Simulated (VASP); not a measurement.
Write the native input for VASP 6.6.1 that does the following.

| Quantity | Value |
| --- | --- |
| Task | single point |
| Functional | PBEsol |
| Dispersion | D3(BJ) |
| Potentials or basis | VASP PAW PBE potentials, release 64 (Se) |
| Cutoff | 520 eV |
| k mesh | 12 × 12 × 8 |
| Occupations | gaussian, width 0.03 eV |
| Spin | no spin polarisation |
| Dipole correction | no |
| Further INCAR settings | ALGO = Normal; EDIFF = 1e-07; NBANDS = 16 |

The structure of Se lies in POSCAR:

```
Se
1.0
    3.8854949922      0.0000000000      0.0000000000
   -1.9427474961      3.3649373695      0.0000000000
    0.0000000000      0.0000000000      5.1396971945
Se
3
Direct
    0.2610773134      0.0000000000      0.3333333333
    0.0000000000      0.2610773134      0.6666666667
    0.7389226866      0.7389226866      0.0000000000
```

One way to write it, as run:

INCAR

```
SYSTEM = Se
PREC = Accurate ; ENCUT = 520
EDIFF = 1E-7 ; ISMEAR = 0
SIGMA = 0.03 ; LREAL = .FALSE.
LASPH = .TRUE. ; NELM = 100
ALGO = Normal ; ISIF = 2
LWAVE = .FALSE. ; LCHARG = .TRUE.
GGA = PS ; IVDW = 12
LELF = .TRUE. ; LVHAR = .TRUE.
NBANDS = 16
```

KPOINTS

```
Automatic mesh
0
G
  12 12 8
  0 0 0
```

Potentials or basis: VASP PAW PBE potentials, release 64 (Se).

Run with:

```console
$ cat potpaw_PBE.64/Se/POTCAR > POTCAR
$ mpirun -np 1 vasp_std > vasp.out
```

Results of the run:

```json
{
  "Pressure": "0.1 GPa",
  "Largest force": "0.027 eV/Å",
  "Band gap on the k mesh": "0.20 eV",
  "Dispersion energy per atom": "-0.336 eV"
}
```

Caveat: semilocal functionals underestimate gaps, and a narrow one can read as zero; the PAW data sets were made with another functional, which shifts forces and pressure a little.

It took 2.5 min on 1 thread of Oxide Virtual Turin-like Processor, on a shared host, peak memory 0.23 GiB.
